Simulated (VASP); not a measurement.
Here is a VASP 6.6.1 calculation.

File INCAR:

```
  AGGAC = 1.0
  AGGAX = 1.0
  ALDAC = 0.0
  ALDAX = 1.0
  ALGO = Normal
  EDIFF = 1E-6
  ENCUT = 520
  GGA = B5
  ISIF = 2
  ISMEAR = -1
  ISPIN = 2
  LASPH = True
  LCHARG = False
  LMAXMIX = 4
  LORBIT = 11
  LREAL = False
  LWAVE = False
  MAGMOM = 2 2
  NBANDS = 20
  NELM = 150
  PREC = Accurate
  SIGMA = 0.05
```

Contents of KPOINTS:

```
k-points
0
Gamma
  12 12 7
```

Contents of POSCAR:

```
Co
1.0
    2.5361861201      0.0000000000      0.0000000000
   -1.2680930600      2.1964016087      0.0000000000
    0.0000000000      0.0000000000      4.0811019712
Co
2
Direct
    0.6666666667      0.3333333333      0.7500000000
    0.3333333333      0.6666666667      0.2500000000
```

Potentials or basis: VASP PAW PBE potentials, release 64 (Co).

Command:

```console
$ cat potpaw_PBE.64/Co/POTCAR > POTCAR
$ mpirun -np 1 vasp_std > vasp.out
```

Task: Predict the site moments.

Result: Co +1.65 μB.

Task: Estimate the net moment.

Result: 3.25 μB per cell.

Stress tensor (GPa, compression positive):
```
-0.23  0.00  0.00
 0.00 -0.23  0.00
 0.00  0.00 -0.33
```

Caveat: the PAW data sets were made with another functional, which shifts forces and pressure a little.
